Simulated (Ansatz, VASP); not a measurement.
**SnO in VASP and in Ansatz**

Contents of INCAR:

```
SYSTEM = SnO
PREC = Accurate
ENCUT = 520
EDIFF = 1E-6
ISMEAR = 0
SIGMA = 0.05
LREAL = .FALSE.
LASPH = .TRUE.
NELM = 60
ALGO = Normal
ISIF = 2
LWAVE = .FALSE.
LCHARG = .FALSE.
GGA = PE
NBANDS = 28
```

The input KPOINTS:

```
Automatic mesh
0
G
  10 10 8
  0 0 0
```

The input POSCAR:

```
SnO
1.0
    3.8672772812      0.0000000000      0.0000000000
    0.0000000000      3.8672772812      0.0000000000
    0.0000000000      0.0000000000      5.0679375214
Sn O
2 2
Direct
   -0.0215397020      0.5000000000      0.2286909982
    0.5215397020      0.0000000000      0.7713090018
    0.0022927840      0.0000000000      0.0000000000
    0.4977072160      0.5000000000      0.0000000000
```

Input for Ansatz:

```yaml
crystal:
  lattice:
    - [3.8672772812, 0.0, 0.0]
    - [0.0, 3.8672772812, 0.0]
    - [0.0, 0.0, 5.0679375214]
  atoms:
    - { symbol: Sn, position: [-0.021539702, 0.5, 0.2286909982] }
    - { symbol: Sn, position: [0.521539702, 0.0, 0.7713090018] }
    - { symbol: O, position: [0.002292784, 0.0, 0.0] }
    - { symbol: O, position: [0.497707216, 0.5, 0.0] }
basis:
  ecutwfc: 520.0
kpoints:
  mp_grid: { grid: [10, 10, 8] }
hamiltonian:
  xc: pbe
scf:
  occupations: { method: gaussian, width: 0.05 }
output:
  forces: true
  stress: true
  eigenvalues: true
```

Change from the starting cell: mode 4 frozen in at -0.083 Å, equal normal strain along x and y +0.0000.

Alike in both runs: task single point; functional PBE; k mesh 10 × 10 × 8; occupations gaussian, width 0.05 eV; no spin polarisation.

```csv
,VASP,Ansatz
version,VASP 6.6.1,Ansatz 0.2.0
potentials or method,"VASP PAW PBE potentials, release 64 (Sn_d, O), cutoff 520 eV","scalar-relativistic, plane waves, PAW"
valence electrons in the cell,40,40
```

|  | VASP | Ansatz | Ansatz less VASP |
| --- | --- | --- | --- |
| gap on the k mesh at the Fermi level (eV) | 0.52 | 0.51 | -0.008 |
| least direct gap on the mesh (eV) | 1.90 | 1.93 | +0.030 |
| pressure (GPa) | 0.5 | 0.3 | -0.23 |
| traceless stress, the component that is largest in VASP (GPa) | 1.79 | 1.72 | -0.072 |
| rms of the force components (eV/Å) | 0.183 | 0.169 | -0.0137 |

Atom by atom the forces differ by 0.035 eV/Å (rms over components).
